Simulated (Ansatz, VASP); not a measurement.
## One calculation of AlIn2As3, two programs

INCAR

```
ALGO = Normal
EDIFF = 1E-7
ENCUT = 520
GGA = PE
ISIF = 2
ISMEAR = 0
LASPH = True
LCHARG = False
LREAL = False
LWAVE = False
NBANDS = 56
NELM = 100
PREC = Accurate
SIGMA = 0.1
```

KPOINTS

```
k-points
0
Gamma
  6 6 1
```

Contents of POSCAR:

```
AlIn2As3
1.0
    4.0156520000      0.0000000000      0.0000000000
   -2.0078260000      3.4776566400      0.0000000000
    0.0000000000      0.0000000000     19.7987818600
Al In As
2 4 6
Direct
    0.3333333300      0.6666666700      0.6668943300
    0.6666666700      0.3333333300      0.1668943300
    0.3333333300      0.6666666700      0.0002276700
    0.3333333300      0.6666666700      0.3335610000
    0.6666666700      0.3333333300      0.5002276700
    0.6666666700      0.3333333300      0.8335610000
    0.3333333300      0.6666666700      0.1251056700
    0.3333333300      0.6666666700      0.4584390000
    0.3333333300      0.6666666700      0.7917723400
    0.6666666700      0.3333333300      0.2917723400
    0.6666666700      0.3333333300      0.6251056700
    0.6666666700      0.3333333300      0.9584390000
```

Input for Ansatz:

```yaml
crystal:
  lattice:
    - [4.015652, 0.0, 0.0]
    - [-2.007826, 3.47765664, 0.0]
    - [0.0, 0.0, 19.79878186]
  atoms:
    - { symbol: Al, position: [0.33333333, 0.66666667, 0.66689433] }
    - { symbol: Al, position: [0.66666667, 0.33333333, 0.16689433] }
    - { symbol: In, position: [0.33333333, 0.66666667, 0.00022767] }
    - { symbol: In, position: [0.33333333, 0.66666667, 0.333561] }
    - { symbol: In, position: [0.66666667, 0.33333333, 0.50022767] }
    - { symbol: In, position: [0.66666667, 0.33333333, 0.833561] }
    - { symbol: As, position: [0.33333333, 0.66666667, 0.12510567] }
    - { symbol: As, position: [0.33333333, 0.66666667, 0.458439] }
    - { symbol: As, position: [0.33333333, 0.66666667, 0.79177234] }
    - { symbol: As, position: [0.66666667, 0.33333333, 0.29177234] }
    - { symbol: As, position: [0.66666667, 0.33333333, 0.62510567] }
    - { symbol: As, position: [0.66666667, 0.33333333, 0.958439] }
basis:
  ecutwfc: 420
kpoints:
  mp_grid: { grid: [6, 6, 1] }
hamiltonian:
  xc: pbe
scf:
  occupations: { method: gaussian, width: 0.1 }
  lower_state_search: "off"
output:
  forces: true
  stress: true
  eigenvalues: true
```

Alike in both runs: task single point; functional PBE; k mesh 6 × 6 × 1; occupations gaussian, width 0.1 eV; no spin polarisation.

|  | VASP | Ansatz |
| --- | --- | --- |
| version | VASP 6.6.1 | Ansatz 0.2.0 |
| potentials or method | VASP PAW PBE potentials, release 64 (Al, In_d, As), cutoff 520 eV | scalar-relativistic, plane waves, PAW |
| valence electrons in the cell | 88 | 148 |

Ansatz gave:

```
gap on the k mesh at the Fermi level (eV)                     : 1.11
least direct gap on the mesh (eV)                             : 1.11
pressure (GPa)                                                : 14.9
traceless stress, the component that is largest in VASP (GPa) : -0.14
rms of the force components (eV/Å)                            : 0.558
```

Task: What did VASP give for the same quantities?

Result: gap on the k mesh at the Fermi level (eV): 1.11; least direct gap on the mesh (eV): 1.11; pressure (GPa): 15.1; traceless stress, the component that is largest in VASP (GPa): -0.14; rms of the force components (eV/Å): 0.558.

Atom by atom the forces differ by 0.001 eV/Å (rms over components). VASP's potentials hold 88 valence electrons a cell and Ansatz's 148, so a difference there can come from the potentials and not from the codes.
